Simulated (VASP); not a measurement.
# Sb in VASP: notebook

The runs below take Sb through single point, with PBEsol.

Program: VASP 6.6.1. These are calculated values, not measurements. Logs are shortened: lines on timing, memory, paths and dates and some standing lists are left out, and cuts for length are marked.

## (1) The cell of the first run

It takes space group I4/mcm (No. 140, tetragonal). Conventional cell: a = 8.006 Å, b = 8.006 Å, c = 4.024 Å, α = 90.00°, β = 90.00°, γ = 90.00°. Sb (site symmetry m2m) has 7 Sb at 3.01 to 3.43 Å within 4.0 Å.

## (2) Single point, PBEsol (volume scaled by 0.98)

File INCAR:

```
ALGO = Normal ; EDIFF = 1E-6
ENCUT = 520 ; GGA = PS
ISIF = 2 ; ISMEAR = -1
LASPH = True ; LCHARG = False
LREAL = False ; LWAVE = False
NBANDS = 18 ; NELM = 60
PREC = Accurate ; SIGMA = 0.05
```

File KPOINTS:

```
k-points
0
Gamma
  7 7 7
```

File POSCAR:

```
Sb
1.0
   -4.0029627780      4.0029627780      2.0118924237
    4.0029627780     -4.0029627780      2.0118924237
    4.0029627780      4.0029627780     -2.0118924237
Sb
4
Direct
    0.6512630600      0.1512630600      0.8025261200
    0.1512630600      0.3487369400      0.5000000000
    0.3487369400      0.8487369400      0.1974738800
    0.8487369400      0.6512630600      0.5000000000
```

Potentials or basis: VASP PAW PBE potentials, release 64 (Sb).

Command:

```bash
$ cat potpaw_PBE.64/Sb/POTCAR > POTCAR
$ mpirun -np 1 vasp_std > vasp.out
```

OUTCAR:

```text
EDIFF = 1E-6
   ENCUT = 520
   GGA = PS
   ISIF = 2
   ISMEAR = -1
   LASPH = True
   LREAL = False
   NELM = 60
   PREC = Accurate

 ion  position               nearest neighbor table
   1  0.651  0.151  0.803-   3 3.01   3 3.01   2 3.15   4 3.15   2 3.15   4 3.15   3 3.43
   2  0.151  0.349  0.500-   4 3.01   4 3.01   1 3.15   3 3.15   1 3.15   3 3.15   4 3.43
   3  0.349  0.849  0.197-   1 3.01   1 3.01   2 3.15   4 3.15   4 3.15   2 3.15   1 3.43
   4  0.849  0.651  0.500-   2 3.01   2 3.01   1 3.15   3 3.15   3 3.15   1 3.15   2 3.43

  LATTYP: Found a body centered tetragonal cell.
 ALAT       =     8.0059255560
 C/A-ratio  =     0.5026008323

  Lattice vectors:

 A1 = (  -4.0029627780,   4.0029627780,   2.0118924237)
 A2 = (   4.0029627780,  -4.0029627780,   2.0118924237)
 A3 = (   4.0029627780,   4.0029627780,  -2.0118924237)

Analysis of symmetry for initial positions (statically):
=====================================================================
 Subroutine PRICEL returns:
 Original cell was already a primitive cell.

 Routine SETGRP: Setting up the symmetry group for a
 body centered tetragonal supercell.

 Subroutine GETGRP returns: Found 16 space group operations
 (whereof  8 operations were pure point group operations)
 out of a pool of 16 trial point group operations.

The static configuration has the point symmetry C_4h.
 The point group associated with its full space group is D_4h.

Analysis of symmetry for dynamics (positions and initial velocities):
=====================================================================
 Subroutine PRICEL returns:
 Original cell was already a primitive cell.

 Routine SETGRP: Setting up the symmetry group for a
 body centered tetragonal supercell.

 Subroutine GETGRP returns: Found 16 space group operations
 (whereof  8 operations were pure point group operations)
 out of a pool of 16 trial point group operations.

The dynamic configuration has the point symmetry C_4h.
 The point group associated with its full space group is D_4h.

 Subroutine INISYM returns: Found 16 space group operations
 (whereof  8 operations are pure point group operations),
 and found     1 'primitive' translations

----------------------------------------------------------------------------------------

                                     Primitive cell

  volume of cell :     128.9519

  direct lattice vectors                    reciprocal lattice vectors
    -4.002962778  4.002962778  2.011892424     0.000000000  0.124907482  0.248522234
     4.002962778 -4.002962778  2.011892424     0.124907482  0.000000000  0.248522234
     4.002962778  4.002962778 -2.011892424     0.124907482  0.124907482  0.000000000

  length of vectors
     6.007922530  6.007922530  6.007922530     0.278145969  0.278145969  0.176645855

  position of ions in fractional coordinates (direct lattice)
     0.651263060  0.151263060  0.802526120
     0.151263060  0.348736940  0.500000000
     0.348736940  0.848736940  0.197473880
     0.848736940  0.651263060  0.500000000

  ion indices of the primitive-cell ions
   primitive index   ion index
                 1           1
                 2           2
                 3           3
                 4           4

----------------------------------------------------------------------------------------

 KPOINTS: k-points

Automatic generation of k-mesh.
 Grid dimensions read from file:
 generate k-points for:    7    7    7

 Generating k-lattice:

  Cartesian coordinates                     Fractional coordinates (reciprocal lattice)
     0.000000000  0.017843926  0.035503176     0.142857143  0.000000000  0.000000000
     0.017843926  0.000000000  0.035503176     0.000000000  0.142857143  0.000000000
     0.017843926  0.017843926  0.000000000     0.000000000  0.000000000  0.142857143

  Length of vectors
     0.039735138  0.039735138  0.025235122

  Shift w.r.t. Gamma in fractional coordinates (k-lattice)
     0.000000000  0.000000000  0.000000000

 Subroutine IBZKPT returns following result:
 ===========================================

 Found     40 irreducible k-points:

 Following reciprocal coordinates:
            Coordinates               Weight
  0.000000  0.000000  0.000000      1.000000
  0.142857  0.000000 -0.000000      8.000000
  0.285714  0.000000 -0.000000      8.000000
  0.428571 -0.000000  0.000000      8.000000
  0.142857  0.142857  0.000000      8.000000
  0.285714  0.142857 -0.000000     16.000000
[... 16 lines left out ...]
 -0.142857  0.285714  0.142857      8.000000
 -0.428571  0.428571  0.142857      8.000000
 [... further k-points ...]
   k-points           NKPTS =     40   k-points in BZ     NKDIM =     40   number of bands    NBANDS=     18
   number of dos      NEDOS =    301   number of ions     NIONS =      4
   total plane-waves  NPLWV = 110592
   dimension x,y,z NGX =    48 NGY =   48 NGZ =   48
   dimension x,y,z NGXF=    96 NGYF=   96 NGZF=   96
   ions per type =               4
   NGX,Y,Z   is equivalent  to a cutoff of  13.28, 13.28, 13.28 a.u.
   NGXF,Y,Z  is equivalent  to a cutoff of  26.56, 26.56, 26.56 a.u.
 SYSTEM =  unknown system
   PREC   = accura    normal or accurate (medium, high low for compatibility)
   ISTART =      0    job   : 0-new  1-cont  2-samecut
   ICHARG =      2    charge: 1-file 2-atom 10-const
   ISPIN  =      1    spin polarized calculation?
   LNONCOLLINEAR =      F non collinear calculations
   LSORBIT =      F    spin-orbit coupling
   LASPH  =      T    aspherical Exc in radial PAW
   ENCUT  =  520.0 eV  38.22 Ry    6.18 a.u.  11.17 11.17 11.17*2*pi/ulx,y,z
   NELM   =     60;   NELMIN=  2; NELMDL= -5     # of ELM steps
   EDIFF  = 0.1E-05   stopping-criterion for ELM
   LREAL  =      F    real-space projection
   EDIFFG = 0.1E-04   stopping-criterion for IOM
   NSW    =      0    number of steps for IOM
   IBRION =     -1    ionic relax: 0-MD 1-quasi-New 2-CG
   NFREE  =      0    steps in history (QN), initial steepest desc. (CG)
   ISIF   =      2    stress and relaxation
   ISYM   =      2    0-nonsym 1-usesym 2-fastsym
   POTIM  = 0.5000    time-step for ionic-motion
   TEBEG  =    0.0;   TEEND  =   0.0 temperature during run
   PSTRESS=    0.0 pullay stress
   NELECT =      20.0000    total number of electrons
   NUPDOWN=      -1.0000    fix difference up-down
   EMIN   =  10.00;   EMAX   =-10.00  energy-range for DOS
   EFERMI =   0.00;   METHOD = LEGACY
   ISMEAR =    -1;   SIGMA  =   0.05  broadening in eV -4-tet -1-fermi 0-gaus
   EFERMI_NEDOS =   21; number of points for ismear=-14 and -15
   IALGO  =     38    algorithm
   IMIX   =      4    mixing-type and parameters
     AMIX     =   0.40;   BMIX     =  1.00
     AMIX_MAG =   1.60;   BMIX_MAG =  1.00
  volume/ion in A,a.u.               =      32.24       217.55
  Fermi-wavevector in a.u.,A,eV,Ry     =   0.879580  1.662166 10.526306  0.773662
  Thomas-Fermi vector in A             =   1.999824
   LORBIT       =      0    0 simple, 1 ext, 2 COOP (PROOUT), +10 PAW based schemes
   GGA     = PS    functional components
   LHFCALC =     F    Hartree Fock is set to
   AEXX    =    0.0000 exact exchange contribution
   IVDW    =     0    specifies the selected vdW correction
   LEPSILON=     F    determine dielectric tensor
   LRPA    =     F    only Hartree local field effects (RPA)
 non-spin polarized calculation
  energy-cutoff  :      520.00
  volume of cell :      128.95
 maximum number of plane-waves:      3496
 NGX is ok and might be reduce to    48
   NGX = 23   NGY = 23   NGZ = 23

 number of electron      20.0000001 magnetization

 Free energy of the ion-electron system (eV)
  ---------------------------------------------------
  ext. energy  EPLUGINS =         0.00000000
  ---------------------------------------------------
  free energy    TOTEN  =       -17.17965575 eV

  energy without entropy =      -17.15502119  energy(sigma->0) =      -17.16733847

 E-fermi :   6.2001     XC(G=0):  -9.2058

 val. band max:        6.1980617790   @ k =  -0.2857   0.2857   0.0000
 cond. band min:       6.2016346244   @ k =   0.1429   0.1429   0.1429
 fundamental gap:      0.0035728454
 Fermi energy:         6.2001352948

 k-point     1 :       0.0000    0.0000    0.0000
  band No.  band energies     occupation
      1      -6.4709      2.00000
      2      -3.0166      2.00000
      3      -1.7655      2.00000
      4      -1.7655      2.00000
      5       1.2831      2.00000
      6       4.5914      2.00000
[... 10 lines left out ...]
     17      12.0642      0.00000
     18      12.8878      0.00000

 k-point     2 :       0.1429    0.0000   -0.0000
  band No.  band energies     occupation
      1      -6.2430      2.00000
      2      -3.0642      2.00000
      3      -1.8281      2.00000
      4      -1.4949      2.00000
      5       1.6517      2.00000
      6       2.9160      2.00000
[... 10 lines left out ...]
     17      10.9639      0.00000
     18      12.5053      0.00000

 k-point     3 :       0.2857    0.0000   -0.0000
  band No.  band energies     occupation
      1      -5.5640      2.00000
      2      -2.9951      2.00000
      3      -1.9685      2.00000
      4      -1.5974      2.00000
      5       1.7007      2.00000
      6       1.7370      2.00000
[... 10 lines left out ...]
     17      11.1819      0.00000
     18      13.1143      0.00000

 k-point     4 :       0.4286   -0.0000    0.0000
  band No.  band energies     occupation
      1      -4.4584      2.00000
      2      -3.0719      2.00000
      3      -2.5632      2.00000
      4      -2.2282      2.00000
      5       1.1160      2.00000
      6       1.2884      2.00000
[... 375 lines left out ...]
      4      -0.5939      2.00000
      5       2.5561      2.00000
      6       3.1368      2.00000
[... 10 lines left out ...]
     17      10.4802      0.00000
     18      11.5095      0.00000

 k-point    23 :      -0.1429    0.2857    0.1429
  band No.  band energies     occupation
      1      -5.9491      2.00000
      2      -3.7153      2.00000
      3      -2.6070      2.00000
      4      -0.6803      2.00000
      5       2.5456      2.00000
      6       2.7196      2.00000
[... 10 lines left out ...]
     17      11.2695      0.00000
     18      11.7884      0.00000

 k-point    24 :      -0.4286    0.4286    0.1429
  band No.  band energies     occupation
      1      -5.8662      2.00000
      2      -4.4983      2.00000
      3      -2.5743      2.00000
      4      -0.4053      2.00000
      5       2.6489      2.00000
      6       3.5712      2.00000
[... 10 lines left out ...]
     17      10.5858      0.00000
     18      11.1333      0.00000

 [... further k-points ...]
[... 5 lines left out ...]
  --------------------------------------------------------------------------------------
  -------------------------------------------------------------------------------------
  Total        0.1403837      0.1403837      0.6299116      0.0000000      0.0000000      0.0000000
  in kB        1.7442121      1.7442121      7.8264056      0.0000000      0.0000000      0.0000000
  external PRESSURE =       3.7716099 kB  Pullay stress =       0.0000000 kB

 VOLUME and BASIS-vectors are now :
 -----------------------------------------------------------------------------
  energy-cutoff  :      520.00
  volume of cell :      128.95
      direct lattice vectors                 reciprocal lattice vectors
    -4.002962778  4.002962778  2.011892424     0.000000000  0.124907482  0.248522234
     4.002962778 -4.002962778  2.011892424     0.124907482  0.000000000  0.248522234
     4.002962778  4.002962778 -2.011892424     0.124907482  0.124907482  0.000000000

 POSITION                                       TOTAL-FORCE (eV/Angst)
 -----------------------------------------------------------------------------------
      1.21100      5.21396     -0.00000        -0.014681     -0.014681      0.000000
      2.79196      1.21100      0.00000         0.014681     -0.014681     -0.000000
      2.79196     -1.21100      2.01189         0.014681      0.014681     -0.000000
      1.21100      2.79196      2.01189        -0.014681      0.014681     -0.000000
 -----------------------------------------------------------------------------------
    total drift:                               -0.000000      0.000000     -0.000000

  FREE ENERGIE OF THE ION-ELECTRON SYSTEM (eV)
  ---------------------------------------------------
  free  energy   TOTEN  =       -17.1796557516 eV

  energy  without entropy=      -17.1550211867  energy(sigma->0) =      -17.16733847
```

Wall time 69 s (1 thread of Intel Xeon 6975P-C (Granite Rapids), shared host); peak memory 0.33 GiB.

What came out:

* Free energy: -17.1797 eV
* Pressure: 0.4 GPa
* Largest force: 0.021 eV/Å
* Band gap on the k mesh: zero (band 10 reaches 6.79 eV, above the bottom of band 11 at 5.24 eV)

Forces on the atoms (eV/Å):
```
Sb  -0.015 -0.015  0.000
Sb   0.015 -0.015  0.000
Sb   0.015  0.015  0.000
Sb  -0.015  0.015  0.000
```

Caveat: the PAW data sets were made with another functional, which shifts forces and pressure a little; spin-orbit coupling is left out, which moves the levels of the heavy elements.

## (3) Single point, PBEsol (volume scaled by 1.02)

File INCAR:

```
SYSTEM = Sb
ALGO     = Normal         ! electronic algorithm
EDIFF    = 1E-6           ! SCF threshold, eV
ENCUT    = 520            ! plane-wave cutoff, eV
GGA      = PS             ! functional
ISIF     = 2              ! what is computed and relaxed
ISMEAR   = -1             ! smearing method
LASPH    = .TRUE.         ! aspherical terms in the spheres
LCHARG   = .TRUE.         ! write CHGCAR
LELF     = .TRUE.         ! ELF
LREAL    = .FALSE.        ! projectors in reciprocal space
LVHAR    = .TRUE.       
LWAVE    = .FALSE.        ! write WAVECAR
NBANDS   = 18             ! bands
NELM     = 100            ! most SCF steps
PREC     = Accurate       ! precision mode
SIGMA    = 0.05           ! smearing width, eV
```

File KPOINTS:

```
k-points
0
G
  7 7 7
  0 0 0
```

File POSCAR:

```
Sb
1.0
   -4.0567002343      4.0567002343      2.0389009140
    4.0567002343     -4.0567002343      2.0389009140
    4.0567002343      4.0567002343     -2.0389009140
Sb
4
Direct
    0.6512630600      0.1512630600      0.8025261200
    0.1512630600      0.3487369400      0.5000000000
    0.3487369400      0.8487369400      0.1974738800
    0.8487369400      0.6512630600      0.5000000000
```

Potentials or basis: VASP PAW PBE potentials, release 64 (Sb).

Command:

```bash
$ cat potpaw_PBE.64/Sb/POTCAR > POTCAR
$ mpirun -np 1 vasp_std > vasp.out
```

OUTCAR:

```text
SYSTEM = Sb
   EDIFF = 1E-6
   ENCUT = 520
   GGA = PS
   ISIF = 2
   ISMEAR = -1
   LASPH = .TRUE.
   LREAL = .FALSE.
   NELM = 100
   PREC = Accurate

 ion  position               nearest neighbor table
   1  0.651  0.151  0.803-   3 3.05   3 3.05   2 3.19   4 3.19   2 3.19   4 3.19   3 3.47
   2  0.151  0.349  0.500-   4 3.05   4 3.05   1 3.19   3 3.19   1 3.19   3 3.19   4 3.47
   3  0.349  0.849  0.197-   1 3.05   1 3.05   2 3.19   4 3.19   4 3.19   2 3.19   1 3.47
   4  0.849  0.651  0.500-   2 3.05   2 3.05   1 3.19   3 3.19   3 3.19   1 3.19   2 3.47

  LATTYP: Found a body centered tetragonal cell.
 ALAT       =     8.1134004686
 C/A-ratio  =     0.5026008323
[... 705 lines left out ...]
  -------------------------------------------------------------------------------------
  Total       -1.3223212     -1.3223212     -1.4473616      0.0000000      0.0000000      0.0000000
  in kB      -15.7850373    -15.7850373    -17.2776907      0.0000000      0.0000000      0.0000000
  external PRESSURE =     -16.2825884 kB  Pullay stress =       0.0000000 kB

 VOLUME and BASIS-vectors are now :
 -----------------------------------------------------------------------------
  energy-cutoff  :      520.00
  volume of cell :      134.22
      direct lattice vectors                 reciprocal lattice vectors
    -4.056700234  4.056700234  2.038900914     0.000000000  0.123252883  0.245230161
     4.056700234 -4.056700234  2.038900914     0.123252883  0.000000000  0.245230161
     4.056700234  4.056700234 -2.038900914     0.123252883  0.123252883  0.000000000

 POSITION                                       TOTAL-FORCE (eV/Angst)
 -----------------------------------------------------------------------------------
      1.22726      5.28396     -0.00000        -0.057957     -0.057957     -0.000000
      2.82944      1.22726      0.00000         0.057957     -0.057957     -0.000000
      2.82944     -1.22726      2.03890         0.057957      0.057957      0.000000
      1.22726      2.82944      2.03890        -0.057957      0.057957     -0.000000
 -----------------------------------------------------------------------------------
    total drift:                                0.000000     -0.000000     -0.000000

  FREE ENERGIE OF THE ION-ELECTRON SYSTEM (eV)
  ---------------------------------------------------
  free  energy   TOTEN  =       -17.1578901446 eV

  energy  without entropy=      -17.1317725389  energy(sigma->0) =      -17.14483134
```

OSZICAR:

```text
N       E                     dE             d eps       ncg     rms          rms(c)
DAV:   1     0.889347879478E+02    0.88935E+02   -0.66374E+03  1440   0.865E+02
DAV:   2    -0.107509455887E+02   -0.99686E+02   -0.96271E+02  1850   0.150E+02
DAV:   3    -0.171186729825E+02   -0.63677E+01   -0.62844E+01  1872   0.409E+01
DAV:   4    -0.172057461168E+02   -0.87073E-01   -0.86900E-01  1688   0.532E+00
DAV:   5    -0.172077692928E+02   -0.20232E-02   -0.20231E-02  2034   0.899E-01    0.353E+00
DAV:   6    -0.171708283815E+02    0.36941E-01   -0.32659E-02  1622   0.775E-01    0.208E+00
DAV:   7    -0.171571930230E+02    0.13635E-01   -0.41639E-02  1670   0.873E-01    0.134E-01
DAV:   8    -0.171575683224E+02   -0.37530E-03   -0.43104E-03  1544   0.348E-01    0.522E-02
DAV:   9    -0.171578135995E+02   -0.24528E-03   -0.49029E-04  1610   0.114E-01    0.435E-02
DAV:  10    -0.171578718657E+02   -0.58266E-04   -0.62727E-05  1668   0.379E-02    0.884E-03
DAV:  11    -0.171578884135E+02   -0.16548E-04   -0.21598E-05  1604   0.191E-02    0.353E-03
DAV:  12    -0.171578899109E+02   -0.14974E-05   -0.19251E-06  1572   0.631E-03    0.988E-04
DAV:  13    -0.171578901446E+02   -0.23371E-06   -0.34922E-07  1178   0.284E-03
   1 F= -.17157890E+02 E0= -.17144831E+02  d E =-.261176E-01
```

stdout:

```text
POSCAR found type information on POSCAR Sb
 POSCAR found :  1 types and       4 ions
 scaLAPACK will be used
 -----------------------------------------------------------------------------
|                                                                             |
|                                                                             |
|     You enforced a specific xc type in the INCAR file but a different       |
|     I HOPE YOU KNOW WHAT YOU ARE DOING!                                     |
|                                                                             |
 -----------------------------------------------------------------------------

 LDA part: xc-table for (Slater+PW92), standard interpolation
 POSCAR, INCAR and KPOINTS ok, starting setup
 FFT: planning ... GRIDC
 FFT: planning ... GRID_SOFT
 FFT: planning ... GRID
 WAVECAR not read
 entering main loop
```

It took 80 s on 1 thread of Intel Xeon 6975P-C (Granite Rapids), shared host; peak memory 0.33 GiB.

Results:

| Quantity | Value |
| --- | --- |
| Free energy | -17.1579 eV |
| Pressure | -1.6 GPa |
| Largest force | 0.082 eV/Å |
| Band gap on the k mesh | zero (band 10 reaches 6.36 eV, above the bottom of band 11 at 4.83 eV) |

Forces on the atoms (eV/Å):
```
Sb  -0.058 -0.058  0.000
Sb   0.058 -0.058  0.000
Sb   0.058  0.058  0.000
Sb  -0.058  0.058  0.000
```

Levels at points of the mesh, in eV from the Fermi level:
```tsv
k point	band 7	band 8	band 9	band 10	band 11	band 12	band 13	band 14
(0.00, 0.00, 0.00)	-1.13	-1.13	-0.99	-0.91	-0.91	-0.38	2.60	2.60
```

Caveat: the PAW data sets were made with another functional, which shifts forces and pressure a little; spin-orbit coupling is left out, which moves the levels of the heavy elements.

(Continued in part 2 of 2.)
